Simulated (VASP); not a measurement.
Wanted: the native input for a VASP 6.6.1 run.

| Quantity | Value |
| --- | --- |
| Task | relaxation of the atoms |
| Functional | PBEsol |
| Potentials or basis | VASP PAW PBE potentials, release 64 (Se, Bi_d) |
| Cutoff | 520 eV |
| k mesh | 9 × 9 × 1 |
| Occupations | gaussian, width 0.05 eV |
| Spin | no spin polarisation |
| Dipole correction | yes |
| Further INCAR settings | ALGO = Normal; EDIFF = 1e-06; IBRION = 2; EDIFFG = -0.02; NSW = 80 |

The structure of Bi2Se3 lies in POSCAR:

```
Bi2Se3
1.0
    4.1303407969      0.0000000000      0.0000000000
   -2.0651703984      3.5769800564      0.0000000000
    0.0000000000      0.0000000000     31.5056190378
Se Bi
6 4
Direct
    0.0000000000      0.0000000000      0.2380527737
    0.6666666667      0.3333333333      0.3485998919
    0.3333333333      0.6666666667      0.4591470101
    0.6666666667      0.3333333333      0.5408529899
    0.3333333333      0.6666666667      0.6514001081
    0.0000000000      0.0000000000      0.7619472263
    0.3333333333      0.6666666667      0.2878051335
    0.0000000000      0.0000000000      0.4093946503
    0.0000000000      0.0000000000      0.5906053497
    0.6666666667      0.3333333333      0.7121948665
```

These files were run (other wordings do the same):

INCAR

```
SYSTEM = Bi2Se3
  PREC = Accurate
  ENCUT = 520
  EDIFF = 1E-6
  ISMEAR = 0
  SIGMA = 0.05
  LREAL = .False.
  LASPH = .True.
  NELM = 60
  ALGO = Normal
  ISIF = 2
  LWAVE = .False.
  LCHARG = .False.
  LDIPOL = .True.
  IDIPOL = 3
  DIPOL = 0.5 0.5 0.500
  GGA = PS
  IBRION = 2
  NSW = 80
  EDIFFG = -0.02
  KPAR = 4
```

KPOINTS

```
regular mesh
0
Gamma
  9 9 1
  0 0 0
```

Potentials or basis: VASP PAW PBE potentials, release 64 (Se, Bi_d).

Run with:

```bash
$ cat potpaw_PBE.64/Se/POTCAR potpaw_PBE.64/Bi_d/POTCAR > POTCAR
$ mpirun -np 4 vasp_std > vasp.out
```

Results of the run:

The energy gained by relaxing is 0.1 meV/atom and the ionic steps are 3. The largest force after relaxing is 0.016 eV/Å and the band gap on the k mesh is 0.46 eV.

Caveat: the PAW data sets were made with another functional, which shifts forces and pressure a little; spin-orbit coupling is left out, which moves the levels of the heavy elements.

It took 5.2 min on 4 MPI ranks on Intel(R) Xeon(R) Platinum 8259CL CPU @ 2.50GHz (Skylake/Cascade Lake), with other jobs on the host, peak memory 0.75 GiB a rank.
